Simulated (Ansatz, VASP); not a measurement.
## CsAg3 in VASP and in Ansatz

Contents of INCAR:

```
SYSTEM = CsAg3
  PREC = Accurate
  ENCUT = 600
  EDIFF = 1E-6
  ISMEAR = 0
  SIGMA = 0.1
  LREAL = .False.
  LASPH = .True.
  NELM = 100
  ALGO = Fast
  ISIF = 3
  LWAVE = .False.
  LCHARG = .False.
  GGA = PE
  IBRION = 2
  NSW = 100
  EDIFFG = -0.01
```

File KPOINTS:

```
regular mesh
0
Gamma
  10 10 10
  0 0 0
```

File POSCAR:

```
CsAg3
1.0
    4.8470220931      0.0000000000      0.0000000000
    0.0000000000      4.8470220931      0.0000000000
    0.0000000000      0.0000000000      4.8470220931
Cs Ag
1 3
Direct
    0.0000000000      0.0000000000      0.0000000000
    0.0000000000      0.5000000000      0.5000000000
    0.5000000000      0.0000000000      0.5000000000
    0.5000000000      0.5000000000      0.0000000000
```

Input for Ansatz:

```yaml
crystal:
  lattice:
    - [4.8470220931, 0.0, 0.0]
    - [0.0, 4.8470220931, 0.0]
    - [0.0, 0.0, 4.8470220931]
  atoms:
    - { symbol: Cs, position: [0.0, 0.0, 0.0] }
    - { symbol: Ag, position: [0.0, 0.5, 0.5] }
    - { symbol: Ag, position: [0.5, 0.0, 0.5] }
    - { symbol: Ag, position: [0.5, 0.5, 0.0] }
basis:
  ecutwfc: 420
kpoints:
  mp_grid: { grid: [10, 10, 10] }
hamiltonian:
  xc: pbe
scf:
  occupations: { method: gaussian, width: 0.1 }
output:
  forces: true
  stress: true
  eigenvalues: true
  write_density: true
  write_potential: true
  elf: true
  volumetric_format: npy
relax:
  adjacent_minimum: "off"
  f_tol: 0.01
  max_steps: 80
  cell: { stress_tol: 0.05 }
```

Alike in both runs: task relaxation of cell and atoms; functional PBE; k mesh 10 × 10 × 10; occupations gaussian, width 0.1 eV; no spin polarisation.

```csv
,VASP,Ansatz
version,VASP 6.6.1,Ansatz 0.2.0
potentials or method,"VASP PAW PBE potentials, release 64 (Cs_sv, Ag), cutoff 600 eV","scalar-relativistic, plane waves, PAW"
valence electrons in the cell,42,66
```

```tsv
	VASP	Ansatz	Ansatz less VASP
gap on the k mesh at the Fermi level, each at its own relaxed structure (eV)	none	none	-
relaxed volume (Å³/atom)	28.52	28.47	-0.051
relaxed length of the cell vector where the two differ most in proportion (Å)	4.850	4.847	-0.0029
```

A gap of «none» marks a metal or a gap that the smearing closes. VASP's potentials hold 42 valence electrons a cell and Ansatz's 66, so a difference there can come from the potentials and not from the codes.

Spin-orbit coupling is off throughout.
